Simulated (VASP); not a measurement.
# SnO2 (P1) in VASP: single point with PBE

Aim: the single point of SnO2 with PBE.

All numbers are computed with VASP 6.6.1; they aren't measurements. Logs are shortened: lines on timing, memory, paths and dates and some standing lists are left out, and cuts for length are marked.

**1. The cell of the first run**

The typed cell holds 24 atoms: a = 6.827 Å, b = 6.827 Å, c = 8.077 Å, α = 115.00°, β = 115.00°, γ = 90.00°.

**2. Single point, PBE**

Input file INCAR:

```
SYSTEM = SnO2
PREC = Accurate
ENCUT = 520
EDIFF = 1E-6
ISMEAR = 0
SIGMA = 0.02
LREAL = Auto
LASPH = .TRUE.
NELM = 60
ALGO = Normal
ISIF = 2
LWAVE = .FALSE.
LCHARG = .FALSE.
GGA = PE
NBANDS = 122
```

Input file KPOINTS:

```
regular mesh
0
G
  3 3 3
  0 0 0
```

Input file POSCAR:

```
SnO2
1.0
   -4.8271903401      4.8271903401      0.0000000000
   -4.8271903401     -4.8271903401      0.0000000000
    4.8271903401      0.0000000000      6.4763045079
Sn O
8 16
Direct
    0.6258194668      0.1248553766      0.2483457479
    0.8758394112      0.3743679133      0.7483296627
    0.1260651035      0.6244192670      0.2483881083
    0.3760360371      0.8748077396      0.7483755535
    0.0008936592      0.9993762542     -0.0016349261
    0.2508317865      0.2496570170      0.4983623080
    0.5008826941      0.4997738924     -0.0016849906
    0.7511891268      0.7495833916      0.4983456995
    0.9324377467      0.1248451029      0.2483380595
    0.1824625609      0.3745518258      0.7483180379
    0.4325918984      0.6245495395      0.2483506729
    0.6825307850      0.8746595804      0.7482299671
    0.3193489388      0.1246160220      0.2483728738
    0.5693250124      0.3744328362      0.7482722250
    0.8193981643      0.6242725882      0.2482647358
    0.0694829548      0.8746019502      0.7484033070
    0.5009225044      0.1931667389     -0.0017227814
    0.7509825828      0.4430703179      0.4984480299
    0.0008409921      0.6929182274     -0.0016583919
    0.2507421952      0.9429644947      0.4982312047
    0.5010434468      0.8062868632     -0.0016679464
    0.7509743627      0.0561026865      0.4981675247
    0.0010036133      0.3060272042     -0.0016544444
    0.2510600974      0.5561801214      0.4984045678
```

Potentials or basis: VASP PAW PBE potentials, release 64 (Sn_d, O).

Run with:

```
> cat potpaw_PBE.64/Sn_d/POTCAR potpaw_PBE.64/O/POTCAR > POTCAR
> mpirun -np 1 vasp_std > vasp.out
```

OUTCAR:

```text
SYSTEM = SnO2
   PREC = Accurate
   ENCUT = 520
   EDIFF = 1E-6
   ISMEAR = 0
   LREAL = Auto
   LASPH = .TRUE.
   NELM = 60
   ISIF = 2
   GGA = PE

 ion  position               nearest neighbor table
   1  0.626  0.125  0.248-  18 2.09  17 2.09  22 2.09  21 2.09  13 2.09   9 2.09   4 3.24   2 3.24

   2  0.876  0.374  0.748-  23 2.09  22 2.09  18 2.09  19 2.09  14 2.09  10 2.09   1 3.24   3 3.24

   3  0.126  0.624  0.248-  24 2.09  23 2.09  20 2.09  19 2.09  11 2.09  15 2.09   4 3.24   2 3.24

   4  0.376  0.875  0.748-  17 2.09  20 2.09  21 2.09  24 2.09  16 2.09  12 2.09   1 3.24   3 3.24

   5  0.001  0.999  0.998-   9 2.09  12 2.09  13 2.09  16 2.09  19 2.09  23 2.09   6 3.24   8 3.24

   6  0.251  0.250  0.498-  10 2.09   9 2.09  14 2.09  13 2.09  24 2.09  20 2.09   7 3.24   5 3.24

   7  0.501  0.500  0.998-  11 2.09  10 2.09  15 2.09  14 2.09  21 2.09  17 2.09   6 3.24   8 3.24

   8  0.751  0.750  0.498-  16 2.09  15 2.09  12 2.09  11 2.09  18 2.09  22 2.09   5 3.24   7 3.24

   9  0.932  0.125  0.248-   6 2.09   5 2.09   1 2.09
  10  0.182  0.375  0.748-   6 2.09   7 2.09   2 2.09
  11  0.433  0.625  0.248-   7 2.09   8 2.09   3 2.09
  12  0.683  0.875  0.748-   5 2.09   8 2.09   4 2.09
  13  0.319  0.125  0.248-   5 2.09   6 2.09   1 2.09
  14  0.569  0.374  0.748-   6 2.09   7 2.09   2 2.09
[... 8 lines left out ...]
  23  0.001  0.306  0.998-   2 2.09   3 2.09   5 2.09
  24  0.251  0.556  0.498-   3 2.09   4 2.09   6 2.09

  LATTYP: Found a body centered tetragonal cell.
 ALAT       =     6.8266780471
 C/A-ratio  =     1.8973516733

  Lattice vectors:

 A1 = (   0.0000000000,   4.8271903401,  -6.4763045079)
 A2 = (   0.0000000000,  -4.8271903401,  -6.4763045079)
 A3 = (  -4.8271903401,   0.0000000000,   6.4763045079)

Analysis of symmetry for initial positions (statically):
=====================================================================
 Subroutine PRICEL returns:
 Original cell was already a primitive cell.

 Routine SETGRP: Setting up the symmetry group for a
 body centered tetragonal supercell.

 Subroutine GETGRP returns: Found  1 space group operations
 (whereof  1 operations were pure point group operations)
 out of a pool of 16 trial point group operations.

The static configuration has the point symmetry C_1 .

Analysis of symmetry for dynamics (positions and initial velocities):
=====================================================================
 Subroutine PRICEL returns:
 Original cell was already a primitive cell.

 Routine SETGRP: Setting up the symmetry group for a
 body centered tetragonal supercell.

 Subroutine GETGRP returns: Found  1 space group operations
 (whereof  1 operations were pure point group operations)
 out of a pool of 16 trial point group operations.

The dynamic configuration has the point symmetry C_1 .

 Subroutine INISYM returns: Found  1 space group operations
 (whereof  1 operations are pure point group operations),
 and found     1 'primitive' translations

----------------------------------------------------------------------------------------

                                     Primitive cell

  volume of cell :     301.8187

  direct lattice vectors                    reciprocal lattice vectors
    -4.827190340  4.827190340  0.000000000    -0.103579922  0.103579922  0.077204523
    -4.827190340 -4.827190340  0.000000000    -0.103579922 -0.103579922  0.077204523
     4.827190340  0.000000000  6.476304508     0.000000000  0.000000000  0.154409046

  length of vectors
     6.826678047  6.826678047  8.077393556     0.165584235  0.165584235  0.154409046

  position of ions in fractional coordinates (direct lattice)
     0.625819467  0.124855377  0.248345748
     0.875839411  0.374367913  0.748329663
     0.126065103  0.624419267  0.248388108
     0.376036037  0.874807740  0.748375553
     0.000893659  0.999376254  0.998365074
     0.250831787  0.249657017  0.498362308
[... 16 lines left out ...]
     0.001003613  0.306027204  0.998345556
     0.251060097  0.556180121  0.498404568

  ion indices of the primitive-cell ions
   primitive index   ion index
                 1           1
                 2           2
                 3           3
                 4           4
                 5           5
                 6           6
[... 16 lines left out ...]
                23          23
                24          24

----------------------------------------------------------------------------------------

 KPOINTS: regular mesh

Automatic generation of k-mesh.
 Grid dimensions read from file:
 generate k-points for:    3    3    3

 Generating k-lattice:

  Cartesian coordinates                     Fractional coordinates (reciprocal lattice)
    -0.034526641  0.034526641  0.025734841     0.333333333  0.000000000  0.000000000
    -0.034526641 -0.034526641  0.025734841     0.000000000  0.333333333  0.000000000
     0.000000000  0.000000000  0.051469682     0.000000000  0.000000000  0.333333333

  Length of vectors
     0.055194745  0.055194745  0.051469682

  Shift w.r.t. Gamma in fractional coordinates (k-lattice)
     0.000000000  0.000000000  0.000000000

 Subroutine IBZKPT returns following result:
 ===========================================

 Found     14 irreducible k-points:

 Following reciprocal coordinates:
            Coordinates               Weight
  0.000000  0.000000  0.000000      1.000000
  0.333333  0.000000  0.000000      2.000000
  0.000000 -0.333333  0.333333      2.000000
 -0.333333  0.000000  0.333333      2.000000
  0.000000  0.333333  0.000000      2.000000
  0.333333  0.333333  0.000000      2.000000
  0.333333 -0.333333  0.333333      2.000000
 -0.333333 -0.333333 -0.333333      2.000000
 -0.333333  0.333333  0.333333      2.000000
 -0.333333  0.333333  0.000000      2.000000
  0.333333  0.333333 -0.333333      2.000000
  0.000000  0.000000  0.333333      2.000000
  0.333333  0.000000  0.333333      2.000000
  0.000000 -0.333333 -0.333333      2.000000
   k-points           NKPTS =     14   k-points in BZ     NKDIM =     14   number of bands    NBANDS=    122
   number of dos      NEDOS =    301   number of ions     NIONS =     24
   total plane-waves  NPLWV = 174960
   dimension x,y,z NGX =    54 NGY =   54 NGZ =   60
   dimension x,y,z NGXF=   108 NGYF=  108 NGZF=  120
   ions per type =               8  16
   NGX,Y,Z   is equivalent  to a cutoff of  13.15, 13.15, 12.35 a.u.
   NGXF,Y,Z  is equivalent  to a cutoff of  26.30, 26.30, 24.70 a.u.
 SYSTEM =  SnO2
   PREC   = accura    normal or accurate (medium, high low for compatibility)
   ISTART =      0    job   : 0-new  1-cont  2-samecut
   ICHARG =      2    charge: 1-file 2-atom 10-const
   ISPIN  =      1    spin polarized calculation?
   LNONCOLLINEAR =      F non collinear calculations
   LSORBIT =      F    spin-orbit coupling
   LASPH  =      T    aspherical Exc in radial PAW
   ENCUT  =  520.0 eV  38.22 Ry    6.18 a.u.  12.69 12.69 15.02*2*pi/ulx,y,z
   NELM   =     60;   NELMIN=  2; NELMDL= -5     # of ELM steps
   EDIFF  = 0.1E-05   stopping-criterion for ELM
   LREAL  =      T    real-space projection
   EDIFFG = 0.1E-04   stopping-criterion for IOM
   NSW    =      0    number of steps for IOM
   IBRION =     -1    ionic relax: 0-MD 1-quasi-New 2-CG
   NFREE  =      0    steps in history (QN), initial steepest desc. (CG)
   ISIF   =      2    stress and relaxation
   ISYM   =      2    0-nonsym 1-usesym 2-fastsym
   POTIM  = 0.5000    time-step for ionic-motion
   TEBEG  =    0.0;   TEEND  =   0.0 temperature during run
   PSTRESS=    0.0 pullay stress
   NELECT =     208.0000    total number of electrons
   NUPDOWN=      -1.0000    fix difference up-down
   EMIN   =  10.00;   EMAX   =-10.00  energy-range for DOS
   EFERMI =   0.00;   METHOD = LEGACY
   ISMEAR =     0;   SIGMA  =   0.02  broadening in eV -4-tet -1-fermi 0-gaus
   EFERMI_NEDOS =   21; number of points for ismear=-14 and -15
   IALGO  =     38    algorithm
   IMIX   =      4    mixing-type and parameters
     AMIX     =   0.40;   BMIX     =  1.00
     AMIX_MAG =   1.60;   BMIX_MAG =  1.00
  volume/ion in A,a.u.               =      12.58        84.87
  Fermi-wavevector in a.u.,A,eV,Ry     =   1.446041  2.732621 28.450248  2.091034
  Thomas-Fermi vector in A             =   2.564154
   LORBIT       =      0    0 simple, 1 ext, 2 COOP (PROOUT), +10 PAW based schemes
   GGA     = PE    functional components
   LHFCALC =     F    Hartree Fock is set to
   AEXX    =    0.0000 exact exchange contribution
   IVDW    =     0    specifies the selected vdW correction
   LEPSILON=     F    determine dielectric tensor
   LRPA    =     F    only Hartree local field effects (RPA)
 non-spin polarized calculation
 Gauss-broadening in eV      SIGMA  =   0.02
  energy-cutoff  :      520.00
  volume of cell :      301.82
 maximum number of plane-waves:      8153
 NGX is ok and might be reduce to    54
   NGX = 25   NGY = 25   NGZ = 31

 number of electron     208.0000021 magnetization

 Free energy of the ion-electron system (eV)
  ---------------------------------------------------
  ext. energy  EPLUGINS =         0.00000000
  ---------------------------------------------------
  free energy    TOTEN  =      -149.26237775 eV

  energy without entropy =     -149.26237775  energy(sigma->0) =     -149.26237775

 E-fermi :   5.7149     XC(G=0): -10.9764

 val. band max:        5.5328119492   @ k =   0.0000   0.0000   0.0000
 cond. band min:       6.2015321022   @ k =   0.0000   0.0000   0.0000
 fundamental gap:      0.6687201530
 Fermi energy:         5.7148892866

 k-point     1 :       0.0000    0.0000    0.0000
  band No.  band energies     occupation
      1     -15.5035      2.00000
      2     -15.2873      2.00000
      3     -15.2873      2.00000
      4     -15.0556      2.00000
      5     -15.0555      2.00000
      6     -15.0554      2.00000
[... 108 lines left out ...]
    115      13.9449      0.00000
    116      13.9454      0.00000

 k-point     2 :       0.3333    0.0000    0.0000
  band No.  band energies     occupation
      1     -15.4098      2.00000
      2     -15.3819      2.00000
      3     -15.3011      2.00000
      4     -15.2536      2.00000
      5     -15.2259      2.00000
      6     -15.1541      2.00000
[... 1420 lines left out ...]
 k-point    14 :       0.0000   -0.3333   -0.3333
  band No.  band energies     occupation
      1     -15.4160      2.00000
      2     -15.3157      2.00000
      3     -15.2950      2.00000
      4     -15.2710      2.00000
      5     -15.2709      2.00000
      6     -15.1490      2.00000
[... 108 lines left out ...]
    115      13.4864      0.00000
    116      13.6552      0.00000
 [bands above 116 left out]

------------------------ aborting loop because EDIFF is reached ----------------------------------------

  FORCE on cell =-STRESS in cart. coord.  units (eV):
  Direction    XX          YY          ZZ          XY          YZ          ZX
  --------------------------------------------------------------------------------------
  -------------------------------------------------------------------------------------
  Total        0.9383493      0.9698913      1.3587991      0.0144105     -0.0078192      0.0102308
  in kB        4.9811430      5.1485807      7.2130628      0.0764969     -0.0415074      0.0543094
  external PRESSURE =       5.7809288 kB  Pullay stress =       0.0000000 kB

 VOLUME and BASIS-vectors are now :
 -----------------------------------------------------------------------------
  energy-cutoff  :      520.00
  volume of cell :      301.82
      direct lattice vectors                 reciprocal lattice vectors
    -4.827190340  4.827190340  0.000000000    -0.103579922  0.103579922  0.077204523
    -4.827190340 -4.827190340  0.000000000    -0.103579922 -0.103579922  0.077204523
     4.827190340  0.000000000  6.476304508     0.000000000  0.000000000  0.154409046

 POSITION                                       TOTAL-FORCE (eV/Angst)
 -----------------------------------------------------------------------------------
     -2.42484      2.41825      1.60836         0.002834      0.013144     -0.001319
     -2.42266      2.42070      4.84641        -0.003366      0.003753      0.002067
     -2.42371     -2.40565      1.60864         0.001570     -0.009461     -0.006384
     -2.42551     -2.40767      4.84671         0.006935      0.009823     -0.008440
     -0.00920     -4.81987      6.46572        -0.015072     -0.008168     -0.001308
     -0.01026      0.00567      3.22755         0.001864      0.009079     -0.007273
[... 16 lines left out ...]
      3.33711     -1.47241      6.46559         0.007867      0.010787     -0.002939
     -1.49081     -1.47287      3.22782         0.006764      0.007000      0.005677
 -----------------------------------------------------------------------------------
    total drift:                                0.002674      0.020150     -0.009433

  FREE ENERGIE OF THE ION-ELECTRON SYSTEM (eV)
  ---------------------------------------------------
  free  energy   TOTEN  =      -149.2623777465 eV

  energy  without entropy=     -149.2623777465  energy(sigma->0) =     -149.26237775
```

Run time: 34 min. Hardware: 1 thread of Intel Xeon 8259CL, shared host; peak memory 0.6 GiB.

What came out:

```
Free energy            : -149.2624 eV
Pressure               : 0.6 GPa
Largest force          : 0.019 eV/Å
Band gap on the k mesh : 0.67 eV
```

Forces on the atoms (eV/Å):
```
Sn   0.003  0.013 -0.001
Sn  -0.003  0.004  0.002
Sn   0.002 -0.009 -0.006
Sn   0.007  0.010 -0.008
Sn  -0.015 -0.008 -0.001
Sn   0.002  0.009 -0.007
Sn  -0.008  0.008  0.002
Sn   0.004 -0.009 -0.007
O    0.014 -0.008  0.001
O    0.012 -0.015  0.003
O    0.009 -0.012  0.004
O    0.013 -0.010  0.003
O   -0.005  0.007  0.000
O   -0.007  0.005  0.003
O   -0.013  0.006  0.002
O   -0.009  0.009  0.002
O   -0.007 -0.011  0.003
O   -0.012 -0.012  0.000
O   -0.008 -0.006  0.000
O   -0.013 -0.011  0.001
O    0.007  0.007  0.001
O    0.013  0.013  0.003
O    0.008  0.011 -0.003
O    0.007  0.007  0.006
```

Caveat: semilocal functionals underestimate gaps, and a narrow one can read as zero; spin-orbit coupling is left out, which moves the levels of the heavy elements.
